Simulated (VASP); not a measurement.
Wanted: the native input for a VASP 6.6.1 run.

```
Task                   : single point
Functional             : PBEsol
Potentials or basis    : VASP PAW PBE potentials, release 64 (Mg, O)
Cutoff                 : 520 eV
k mesh                 : 10 × 10 × 10
Occupations            : gaussian, width 0.05 eV
Spin                   : no spin polarisation
Dipole correction      : no
Further INCAR settings : ALGO = Normal; EDIFF = 1e-06; NBANDS = 11
```

The structure of MgO lies in POSCAR:

```
MgO
1.0
    0.5204527220      2.4245480462      2.4245480462
    2.4245480462      0.5204527220      2.4245480462
    2.4245480462      2.4245480462      0.5204527220
Mg O
1 1
Direct
    0.0000000000      0.0000000000      0.0000000000
    0.5000000000      0.5000000000      0.5000000000
```

This cell differs from its parent crystal: ratio of the length along [111] to the lengths across it x 1.41, volume and fractional coordinates fixed.

The input as run:

INCAR

```
PREC = Accurate
ENCUT = 520
EDIFF = 1E-6
ISMEAR = 0
SIGMA = 0.05
LREAL = False
LASPH = True
NELM = 80
ALGO = Normal
ISIF = 2
LWAVE = False
LCHARG = True
GGA = PS
LELF = True
LVHAR = True
NBANDS = 11
```

KPOINTS

```
Automatic mesh
0
Gamma
  10 10 10
```

Potentials or basis: VASP PAW PBE potentials, release 64 (Mg, O).

Command:

```bash
$ cat potpaw_PBE.64/Mg/POTCAR potpaw_PBE.64/O/POTCAR > POTCAR
$ mpirun -np 1 vasp_std > vasp.out
```

It gave:

```
Pressure               : -1.4 GPa
Band gap on the k mesh : 0.20 eV, direct
```

Caveat: the PAW data sets were made with another functional, which shifts forces and pressure a little.

Run time: 39 s on 1 thread of Intel(R) Xeon(R) Platinum 8259CL CPU @ 2.50GHz (Skylake/Cascade Lake), with other jobs on the host, peak memory 0.17 GiB.
